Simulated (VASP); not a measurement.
Set up this calculation in VASP 6.6.1, as the native input.

```yaml
Task: single point
Functional: LDA
Potentials_or_basis: VASP PAW LDA potentials, release 64 (Zr_sv)
Cutoff: 520 eV
k_mesh: 12 × 12 × 12
Occupations: fermi-dirac, width 0.08 eV
Spin: no spin polarisation
Dipole_correction: no
Further_INCAR_settings: ALGO = Normal; EDIFF = 1e-07; NBANDS = 19
```

The structure of Zr lies in POSCAR:

```
Zr
1.0
    0.0000000000      2.7846361886      2.7846361886
    2.7846361886      0.0000000000      2.7846361886
    2.7846361886      2.7846361886      0.0000000000
Zr
2
Direct
   -0.1250000000     -0.1250000000     -0.1250000000
    0.1250000000      0.1250000000      0.1250000000
```

This cell differs from its parent crystal: volume scaled by 0.78.

These files were run (other wordings do the same):

INCAR

```
SYSTEM = Zr
PREC     = Accurate       ! precision mode
ENCUT    = 520            ! plane-wave cutoff, eV
EDIFF    = 1E-7           ! SCF threshold, eV
ISMEAR   = -1             ! smearing method
SIGMA    = 0.08           ! smearing width, eV
LREAL    = .False.        ! projectors in reciprocal space
LASPH    = .True.         ! aspherical terms in the spheres
NELM     = 80             ! most SCF steps
ALGO     = Normal         ! electronic algorithm
ISIF     = 2              ! what is computed and relaxed
LWAVE    = .False.        ! write WAVECAR
LCHARG   = .False.        ! write CHGCAR
GGA      = CA             ! functional
NBANDS   = 19             ! bands
```

KPOINTS

```
regular mesh
0
Gamma
  12 12 12
  0 0 0
```

Potentials or basis: VASP PAW LDA potentials, release 64 (Zr_sv).

Command:

```bash
$ cat potpaw_LDA.64/Zr_sv/POTCAR > POTCAR
$ mpirun -np 1 vasp_std > vasp.out
```

Results of the run:

```yaml
Pressure: 17.1 GPa
Band_gap_on_the_k_mesh: zero (band 12 reaches 9.75 eV, above the bottom of band 13 at 8.58 eV)
```

Run time: 98 s on 1 thread of Intel Xeon 8259CL, with other jobs on the host, peak memory 0.18 GiB.
